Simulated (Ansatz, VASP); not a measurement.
**One calculation of WS2, two programs**

File INCAR:

```
PREC     = Accurate       # precision mode
ENCUT    = 520            # plane-wave cutoff, eV
EDIFF    = 1E-6           # SCF threshold, eV
ISMEAR   = 0              # smearing method
SIGMA    = 0.05           # smearing width, eV
LREAL    = False          # projectors in reciprocal space
LASPH    = True           # aspherical terms in the spheres
NELM     = 80             # most SCF steps
ALGO     = Normal         # electronic algorithm
ISIF     = 2              # what is computed and relaxed
LWAVE    = False          # write WAVECAR
LCHARG   = False          # write CHGCAR
GGA      = PS             # functional
NBANDS   = 20             # bands
```

The input KPOINTS:

```
Automatic mesh
0
Gamma
  12 12 12
```

The input POSCAR:

```
WS2
1.0
    1.5974104533      0.9222653552      6.2749077711
   -1.5974104533      0.9222653552      6.2749077711
    0.0000000000     -1.8445307105      6.2749077711
W S
1 2
Direct
    0.9993284863      0.9993284863      0.9993284863
    0.7479630314      0.7479630314      0.7479630314
    0.5840084823      0.5840084823      0.5840084823
```

Input for Ansatz:

```yaml
crystal:
  lattice:
    - [1.5974104533, 0.9222653552, 6.2749077711]
    - [-1.5974104533, 0.9222653552, 6.2749077711]
    - [0.0, -1.8445307105, 6.2749077711]
  atoms:
    - { symbol: W, position: [0.9993284863, 0.9993284863, 0.9993284863] }
    - { symbol: S, position: [0.7479630314, 0.7479630314, 0.7479630314] }
    - { symbol: S, position: [0.5840084823, 0.5840084823, 0.5840084823] }
basis:
  ecutwfc: 420
kpoints:
  mp_grid: { grid: [12, 12, 12] }
hamiltonian:
  xc: pbesol
scf:
  occupations: { method: gaussian, width: 0.05 }
output:
  forces: true
  stress: true
  eigenvalues: true
```

Change from the starting cell: strain +0.015 along x and y, -0.015 along z, atoms carried along.

Alike in both runs: task single point; functional PBEsol; k mesh 12 × 12 × 12; occupations gaussian, width 0.05 eV; no spin polarisation.

|  | VASP | Ansatz |
| --- | --- | --- |
| version | VASP 6.6.1 | Ansatz 0.2.0 |
| potentials or method | VASP PAW PBE potentials, release 64 (W_sv, S), cutoff 520 eV | scalar-relativistic, plane waves, PAW |
| valence electrons in the cell | 26 | 26 |

|  | VASP | Ansatz | Ansatz less VASP |
| --- | --- | --- | --- |
| gap on the k mesh at the Fermi level (eV) | 0.97 | 0.95 | -0.019 |
| least direct gap on the mesh (eV) | 1.71 | 1.70 | -0.004 |
| pressure (GPa) | -2.0 | -2.1 | -0.10 |
| traceless stress, the component that is largest in VASP (GPa) | 3.32 | 3.30 | -0.019 |
| rms of the force components (eV/Å) | 0.070 | 0.061 | -0.0093 |

VASP's potentials were made for PBE, not for PBEsol. Atom by atom the forces differ by 0.009 eV/Å (rms over components).

Spin-orbit coupling is off throughout.
